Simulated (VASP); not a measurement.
# MgS (I4/mmm) in VASP: notebook, part 2 of 2

VASP 6.6.1. The steps go on from the part before.

### Step 4. Electric field gradients, LDA (zz strain of +2 %)

INCAR reads:

```
SYSTEM = MgS
PREC     = Accurate       ! precision mode
ENCUT    = 520            ! plane-wave cutoff, eV
EDIFF    = 1E-8           ! SCF threshold, eV
ISMEAR   = -1             ! smearing method
SIGMA    = 0.01           ! smearing width, eV
LREAL    = .FALSE.        ! projectors in reciprocal space
LASPH    = .TRUE.         ! aspherical terms in the spheres
NELM     = 60             ! most SCF steps
ALGO     = Normal         ! electronic algorithm
ISIF     = 2              ! what is computed and relaxed
LWAVE    = .FALSE.        ! write WAVECAR
LCHARG   = .FALSE.        ! write CHGCAR
LEFG     = .TRUE.       
NBANDS   = 11             ! bands
```

KPOINTS reads:

```
regular mesh
0
G
  8 8 8
  0 0 0
```

POSCAR reads:

```
MgS
1.0
    0.0000000000      2.6016500000      2.6536830000
    2.6016500000      0.0000000000      2.6536830000
    2.6016500000      2.6016500000      0.0000000000
Mg S
1 1
Direct
    0.0000000000      0.0000000000      0.0000000000
    0.5000000000      0.5000000000      0.5000000000
```

Potentials or basis: VASP PAW LDA potentials, release 64 (Mg, S).

On the command line:

```bash
> cat potpaw_LDA.64/Mg/POTCAR potpaw_LDA.64/S/POTCAR > POTCAR
> mpirun -np 1 vasp_std > vasp.out
```

OUTCAR:

```text
SYSTEM = MgS
   PREC = Accurate
   ENCUT = 520
   EDIFF = 1E-8
   ISMEAR = -1
   LREAL = .FALSE.
   LASPH = .TRUE.
   NELM = 60
   ISIF = 2

 ion  position               nearest neighbor table
   1  0.000  0.000  0.000-   2 2.60   2 2.60   2 2.60   2 2.60   2 2.65   2 2.65
   2  0.500  0.500  0.500-   1 2.60   1 2.60   1 2.60   1 2.60   1 2.65   1 2.65

  LATTYP: Found a body centered tetragonal cell.
 ALAT       =     3.6792887145
 C/A-ratio  =     1.4424978336

  Lattice vectors:

 A1 = (  -2.6016500000,   0.0000000000,   2.6536830000)
 A2 = (   2.6016500000,   0.0000000000,   2.6536830000)
 A3 = (   0.0000000000,   2.6016500000,  -2.6536830000)

Analysis of symmetry for initial positions (statically):
=====================================================================
 Subroutine PRICEL returns:
 Original cell was already a primitive cell.

 Routine SETGRP: Setting up the symmetry group for a
 body centered tetragonal supercell.

 Subroutine GETGRP returns: Found 16 space group operations
 (whereof 16 operations were pure point group operations)
 out of a pool of 16 trial point group operations.

The static configuration has the point symmetry D_4h.

Analysis of symmetry for dynamics (positions and initial velocities):
=====================================================================
 Subroutine PRICEL returns:
 Original cell was already a primitive cell.

 Routine SETGRP: Setting up the symmetry group for a
 body centered tetragonal supercell.

 Subroutine GETGRP returns: Found 16 space group operations
 (whereof 16 operations were pure point group operations)
 out of a pool of 16 trial point group operations.
[... 163 lines left out ...]
      7      11.3231      0.00000
      8      11.3231      0.00000
      9      13.5092      0.00000
     10      13.7822      0.00000
     11      15.7138      0.00000
[... 309 lines left out ...]
 k-point    24 :       0.3750    0.0000    0.1250
  band No.  band energies     occupation
      1      -8.1384      2.00000
      2      -0.3539      2.00000
      3       2.5200      2.00000
      4       2.6156      2.00000
      5       8.4484      0.00000
      6       9.8639      0.00000
      7      11.2211      0.00000
      8      11.4763      0.00000
      9      14.4301      0.00000
     10      16.0796      0.00000
     11      16.0999      0.00000

 [... further k-points ...]
[... 5 lines left out ...]
  --------------------------------------------------------------------------------------
  -------------------------------------------------------------------------------------
  Total       -1.0205557     -1.0205557     -1.3815589      0.0000000      0.0000000      0.0000000
  in kB      -45.5166737    -45.5166737    -61.6173794      0.0000000      0.0000000      0.0000000
  external PRESSURE =     -50.8835756 kB  Pullay stress =       0.0000000 kB

 VOLUME and BASIS-vectors are now :
 -----------------------------------------------------------------------------
  energy-cutoff  :      520.00
  volume of cell :       35.92
      direct lattice vectors                 reciprocal lattice vectors
     0.000000000  2.601650000  2.653683000    -0.192185728  0.192185728  0.188417381
     2.601650000  0.000000000  2.653683000     0.192185728 -0.192185728  0.188417381
     2.601650000  2.601650000  0.000000000     0.192185728  0.192185728 -0.188417381

 POSITION                                       TOTAL-FORCE (eV/Angst)
 -----------------------------------------------------------------------------------
      0.00000      0.00000      0.00000        -0.000000      0.000000      0.000000
      2.60165      2.60165      2.65368         0.000000     -0.000000     -0.000000
 -----------------------------------------------------------------------------------
    total drift:                                0.000000      0.000000      0.000000

  FREE ENERGIE OF THE ION-ELECTRON SYSTEM (eV)
  ---------------------------------------------------
  free  energy   TOTEN  =        -9.5492761289 eV

  energy  without entropy=       -9.5492761289  energy(sigma->0) =       -9.54927613

 Electric field gradients (V/A^2)
---------------------------------------------------------------------
 ion       V_xx      V_yy      V_zz      V_xy      V_xz      V_yz
---------------------------------------------------------------------
   1      -1.597    -1.597     3.195     0.000    -0.000    -0.000
   2      -0.622    -0.622     1.244    -0.001    -0.000    -0.000
---------------------------------------------------------------------

 Electric field gradients after diagonalization (V/A^2)
 (convention: |V_zz| > |V_xx| > |V_yy|)
----------------------------------------------------------------------
 ion       V_xx      V_yy      V_zz     asymmetry (V_yy - V_xx)/ V_zz
----------------------------------------------------------------------
   1      -1.597    -1.597     3.195       0.000
   2      -0.622    -0.621     1.244       0.001
----------------------------------------------------------------------

           NMR quadrupolar parameters

 Cq : quadrupolar parameter    Cq=e*Q*V_zz/h
 eta: asymmetry parameters     (V_yy - V_xx)/ V_zz
 Q  : nuclear electric quadrupole moment in mb (millibarn)
----------------------------------------------------------------------
 ion       Cq(MHz)       eta       Q (mb)
----------------------------------------------------------------------
   1       0.008       0.000       1.000
   2       0.003       0.001       1.000
----------------------------------------------------------------------
```

stdout:

```text
POSCAR found type information on POSCAR MgS
 POSCAR found :  2 types and       2 ions
 scaLAPACK will be used
 LDA part: xc-table for (Slater(with rela. corr.)+CA(PZ))
 , standard interpolation
 POSCAR, INCAR and KPOINTS ok, starting setup
 FFT: planning ... GRIDC
 FFT: planning ... GRID_SOFT
 FFT: planning ... GRID
 WAVECAR not read
 entering main loop
ion   1

ion   2
```

Run time: 51 s. Hardware: 1 thread of AMD EPYC 7R13, shared host; peak memory 0.12 GiB.

What came out:

```
Free energy            : -9.5493 eV
Pressure               : -5.1 GPa
Band gap on the k mesh : 2.43 eV, indirect (least direct gap 3.28 eV)
```

Stress tensor (GPa, compression positive):
```
-4.55  0.00  0.00
 0.00 -4.55  0.00
 0.00  0.00 -6.16
```

Levels at points of the mesh, in eV from the valence-band top:
```csv
k point,band 1,band 2,band 3,band 4,band 5,band 6,band 7,band 8
"(0.00, 0.00, 0.00)",-12.59,-0.09,-0.09,0.00,3.28,7.66,7.86,7.86
"(0.50, 0.00, 0.00)",-11.30,-4.86,-0.66,-0.60,4.29,6.57,6.77,9.58
"(0.50, 0.50, 0.00)",-10.99,-4.22,-1.66,-1.66,2.53,4.30,11.40,12.61
"(0.50, 0.00, 0.50)",-10.91,-4.20,-1.83,-1.66,2.43,4.23,11.61,12.52
```

Electric field gradients, principal values (V/Å²):
```tsv
atom	least	middle	greatest (by size)
1 Mg	-1.597	-1.597	3.195
2 S	-0.621	-0.622	1.244
```

Caveat: the cell differs from its parent crystal (zz strain of +2 %); without QUAD_EFG the Cq values of the log hold for a quadrupole moment of 1 mb, not for the nuclei. A k mesh can miss the band edges.
